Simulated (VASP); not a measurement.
# TiO2 (C2/c) in VASP: single point with r2SCAN

Aim: the single point of TiO2 with r2SCAN.

Everything below comes from runs of VASP 6.6.1. Logs are shortened: lines on timing, memory, paths and dates and some standing lists are left out, and cuts for length are marked.

### Step 1. The cell of the first run

The structure is monoclinic, space group C2/c (No. 15). The conventional cell has a = 5.412 Å, b = 5.413 Å, c = 5.472 Å, α = 90.00°, β = 118.77°, γ = 90.00°. Within 2.6 Å of Ti (site symmetry 2) lie 6 O at 1.93 to 2.00 Å. O (site symmetry 1) has 3 Ti at 1.93 to 2.00 Å and 2 O at 2.50 Å within 2.6 Å.

### Step 2. Single point, r2SCAN

File POSCAR:

```
TiO2
1.0
    3.8273490000      0.0000000000      0.0000000000
   -0.0008784179      3.8273488992      0.0000000000
   -1.8619738737     -1.8624012659      4.7966369089
Ti O
2 4
Direct
    0.1341100000      0.8658900000      0.2500000000
    0.8658900000      0.1341100000      0.7500000000
    0.3312210000      0.0887550000      0.6671490000
    0.6687790000      0.9112450000      0.3328510000
    0.9112450000      0.6687790000      0.8328510000
    0.0887550000      0.3312210000      0.1671490000
```

File INCAR.step1:

```
ALGO     = Normal         # electronic algorithm
EDIFF    = 1E-4           # SCF threshold, eV
ENCUT    = 520            # plane-wave cutoff, eV
GGA      = PE             # functional
ISMEAR   = 0              # smearing method
LASPH    = True           # aspherical terms in the spheres
LCHARG   = False          # write CHGCAR
LREAL    = False          # projectors in reciprocal space
LWAVE    = True           # write WAVECAR
NBANDS   = 33             # bands
NELM     = 80             # most SCF steps
PREC     = Accurate       # precision mode
SIGMA    = 0.01           # smearing width, eV
```

File INCAR.step2:

```
ALGO     = Normal         # electronic algorithm
EDIFF    = 1E-6           # SCF threshold, eV
ENCUT    = 520            # plane-wave cutoff, eV
ISIF     = 2              # what is computed and relaxed
ISMEAR   = 0              # smearing method
ISTART   = 1            
LASPH    = True           # aspherical terms in the spheres
LCHARG   = True           # write CHGCAR
LELF     = True           # ELF
LMIXTAU  = True         
LREAL    = False          # projectors in reciprocal space
LVHAR    = True         
LWAVE    = False          # write WAVECAR
METAGGA  = R2SCAN         # meta-GGA
NBANDS   = 33             # bands
NELM     = 80             # most SCF steps
PREC     = Accurate       # precision mode
SIGMA    = 0.01           # smearing width, eV
```

File KPOINTS:

```
k-points
0
Gamma
  5 5 4
```

Potentials or basis: VASP PAW PBE potentials, release 64 (Ti_sv, O).

The run is started by

```bash
> cat potpaw_PBE.64/Ti_sv/POTCAR potpaw_PBE.64/O/POTCAR > POTCAR
> cp INCAR.step1 INCAR
> mpirun -np 1 vasp_std > vasp.out
> cp INCAR.step2 INCAR
> mpirun -np 1 vasp_std > vasp.out
```

OUTCAR:

```text
EDIFF = 1E-6
   ENCUT = 520
   ISIF = 2
   ISMEAR = 0
   ISTART = 1
   LASPH = True
   LREAL = False
   METAGGA = R2SCAN
   NELM = 80
   PREC = Accurate

 ion  position               nearest neighbor table
   1  0.134  0.866  0.250-   6 1.93   4 1.93   4 1.98   6 1.98   3 2.00   5 2.00
   2  0.866  0.134  0.750-   5 1.93   3 1.93   3 1.98   5 1.98   4 2.00   6 2.00
   3  0.331  0.089  0.667-   2 1.93   2 1.98   1 2.00
   4  0.669  0.911  0.333-   1 1.93   1 1.98   2 2.00
   5  0.911  0.669  0.833-   2 1.93   2 1.98   1 2.00
   6  0.089  0.331  0.167-   1 1.93   1 1.98   2 2.00

  LATTYP: Found a base centered monoclinic cell.
 ALAT       =     5.4120676928
 B/A-ratio  =     1.0002295371
 C/A-ratio  =     1.0110810342
 COS(beta)  =    -0.4812704979

  Lattice vectors:

 A1 = (   3.8273490000,   0.0000000000,   0.0000000000)
 A2 = (  -0.0008784179,   3.8273488992,   0.0000000000)
 A3 = (  -1.8619738737,  -1.8624012659,   4.7966369089)

Analysis of symmetry for initial positions (statically):
=====================================================================
 Subroutine PRICEL returns:
 Original cell was already a primitive cell.

 Routine SETGRP: Setting up the symmetry group for a
 base centered monoclinic supercell.

 Subroutine GETGRP returns: Found  4 space group operations
 (whereof  2 operations were pure point group operations)
 out of a pool of  4 trial point group operations.

The static configuration has the point symmetry S_2 .
 The point group associated with its full space group is C_2h.

Analysis of symmetry for dynamics (positions and initial velocities):
=====================================================================
 Subroutine PRICEL returns:
 Original cell was already a primitive cell.

 Routine SETGRP: Setting up the symmetry group for a
 base centered monoclinic supercell.

 Subroutine GETGRP returns: Found  4 space group operations
 (whereof  2 operations were pure point group operations)
 out of a pool of  4 trial point group operations.

The dynamic configuration has the point symmetry S_2 .
 The point group associated with its full space group is C_2h.

 Subroutine INISYM returns: Found  4 space group operations
 (whereof  2 operations are pure point group operations),
 and found     1 'primitive' translations

[... 98 lines left out ...]
   LSORBIT =      F    spin-orbit coupling
   LASPH  =      T    aspherical Exc in radial PAW
   ENCUT  =  520.0 eV  38.22 Ry    6.18 a.u.   7.12  7.12 10.17*2*pi/ulx,y,z
   NELM   =     80;   NELMIN=  2; NELMDL=  0     # of ELM steps
   EDIFF  = 0.1E-05   stopping-criterion for ELM
   LREAL  =      F    real-space projection
   EDIFFG = 0.1E-04   stopping-criterion for IOM
   NSW    =      0    number of steps for IOM
   IBRION =     -1    ionic relax: 0-MD 1-quasi-New 2-CG
   NFREE  =      0    steps in history (QN), initial steepest desc. (CG)
   ISIF   =      2    stress and relaxation
   ISYM   =      2    0-nonsym 1-usesym 2-fastsym
   POTIM  = 0.5000    time-step for ionic-motion
   TEBEG  =    0.0;   TEEND  =   0.0 temperature during run
   PSTRESS=    0.0 pullay stress
   NELECT =      48.0000    total number of electrons
   NUPDOWN=      -1.0000    fix difference up-down
   EMIN   =  10.00;   EMAX   =-10.00  energy-range for DOS
   EFERMI =   0.00;   METHOD = LEGACY
   ISMEAR =     0;   SIGMA  =   0.01  broadening in eV -4-tet -1-fermi 0-gaus
   EFERMI_NEDOS =   21; number of points for ismear=-14 and -15
   IALGO  =     38    algorithm
   IMIX   =      4    mixing-type and parameters
     AMIX     =   0.40;   BMIX     =  1.00
     AMIX_MAG =   1.60;   BMIX_MAG =  1.00
  volume/ion in A,a.u.               =      11.71        79.03
  Fermi-wavevector in a.u.,A,eV,Ry     =   1.441820  2.724644 28.284386  2.078844
  Thomas-Fermi vector in A             =   2.560409
   LORBIT       =      0    0 simple, 1 ext, 2 COOP (PROOUT), +10 PAW based schemes
   METAGGA = R2SCAN    functional components
   LHFCALC =     F    Hartree Fock is set to
   AEXX    =    0.0000 exact exchange contribution
   IVDW    =     0    specifies the selected vdW correction
   LEPSILON=     F    determine dielectric tensor
   LRPA    =     F    only Hartree local field effects (RPA)
 non-spin polarized calculation
 Gauss-broadening in eV      SIGMA  =   0.01
  energy-cutoff  :      520.00
  volume of cell :       70.26
 maximum number of plane-waves:      1906
   NGX = 15   NGY = 15   NGZ = 21

 number of electron      47.9999994 magnetization

 Free energy of the ion-electron system (eV)
  ---------------------------------------------------
  ext. energy  EPLUGINS =         0.00000000
  ---------------------------------------------------
  free energy    TOTEN  =       -69.82525459 eV

  energy without entropy =      -69.82525459  energy(sigma->0) =      -69.82525459

 E-fermi :   2.8479     XC(G=0): -11.3026

 val. band max:        2.7815842217   @ k =  -0.4000   0.4000  -0.0000
 cond. band min:       5.2254542077   @ k =   0.0000   0.0000   0.0000
 fundamental gap:      2.4438699861
 Fermi energy:         2.8479148756

 k-point     1 :       0.0000    0.0000    0.0000
  band No.  band energies     occupation
      1     -55.9498      2.00000
      2     -55.8964      2.00000
      3     -31.3264      2.00000
      4     -31.1014      2.00000
      5     -31.1010      2.00000
      6     -31.0404      2.00000
[... 853 lines left out ...]
     32       9.2673      0.00000
     33       9.3495      0.00000

 [... further k-points ...]
[... 5 lines left out ...]
  --------------------------------------------------------------------------------------
  -------------------------------------------------------------------------------------
  Total       -2.3039782     -2.3039737     -2.2870181      0.0097691     -0.0724534     -0.0723813
  in kB      -52.5358767    -52.5357745    -52.1491488      0.2227572     -1.6521009     -1.6504555
  external PRESSURE =     -52.4069333 kB  Pullay stress =       0.0000000 kB

 VOLUME and BASIS-vectors are now :
 -----------------------------------------------------------------------------
  energy-cutoff  :      520.00
  volume of cell :       70.26
      direct lattice vectors                 reciprocal lattice vectors
     3.827349000  0.000000000  0.000000000     0.261277453  0.000059966  0.101446802
    -0.000878418  3.827348899  0.000000000     0.000000000  0.261277460  0.101446802
    -1.861973874 -1.862401266  4.796636909     0.000000000  0.000000000  0.208479403

 POSITION                                       TOTAL-FORCE (eV/Angst)
 -----------------------------------------------------------------------------------
      0.04703      2.84846      1.19916        -0.066458      0.066443      0.000000
      1.91747     -0.88352      3.59748         0.066458     -0.066443      0.000000
      0.02541     -0.90280      3.20007         0.018959     -0.024258     -0.198638
      1.93909      2.86775      1.59657        -0.018959      0.024258      0.198638
      1.93632      1.00855      3.99488         0.024263     -0.018953      0.198638
      0.02818      0.95640      0.80175        -0.024263      0.018953     -0.198638
 -----------------------------------------------------------------------------------
    total drift:                               -0.000000      0.000000     -0.000000

  FREE ENERGIE OF THE ION-ELECTRON SYSTEM (eV)
  ---------------------------------------------------
  free  energy   TOTEN  =       -69.8252545895 eV

  energy  without entropy=      -69.8252545895  energy(sigma->0) =      -69.82525459
```

OUTCAR.step1:

```text
EDIFF = 1E-4
   ENCUT = 520
   GGA = PE
   ISMEAR = 0
[... 1105 lines left out ...]
      0.02541     -0.90280      3.20007         0.020583     -0.018311     -0.104610
      1.93909      2.86775      1.59657        -0.020583      0.018311      0.104610
      1.93632      1.00855      3.99488         0.018316     -0.020579      0.104610
      0.02818      0.95640      0.80175        -0.018316      0.020579     -0.104610
 -----------------------------------------------------------------------------------
    total drift:                               -0.000000      0.000000     -0.000000

  FREE ENERGIE OF THE ION-ELECTRON SYSTEM (eV)
  ---------------------------------------------------
  free  energy   TOTEN  =       -53.8536318245 eV

  energy  without entropy=      -53.8536318245  energy(sigma->0) =      -53.85363182
```

It took 7.4 min on 1 thread of AMD EPYC 7R43 (Zen 3), shared host; peak memory 0.19 GiB.

What came out:

```yaml
Free_energy: -69.8253 eV
Pressure: -5.2 GPa
Largest_force: 0.201 eV/Å
Band_gap_on_the_k_mesh: 2.44 eV (least direct gap 2.81 eV)
```

Forces on the atoms (eV/Å):
```
Ti  -0.066  0.066  0.000
Ti   0.066 -0.066  0.000
O    0.019 -0.024 -0.199
O   -0.019  0.024  0.199
O    0.024 -0.019  0.199
O   -0.024  0.019 -0.199
```

Caveat: the cell stands under tension; the PAW data sets were made with another functional, which shifts forces and pressure a little; an odd mesh through Γ misses points on the zone boundary, where band edges can lie.
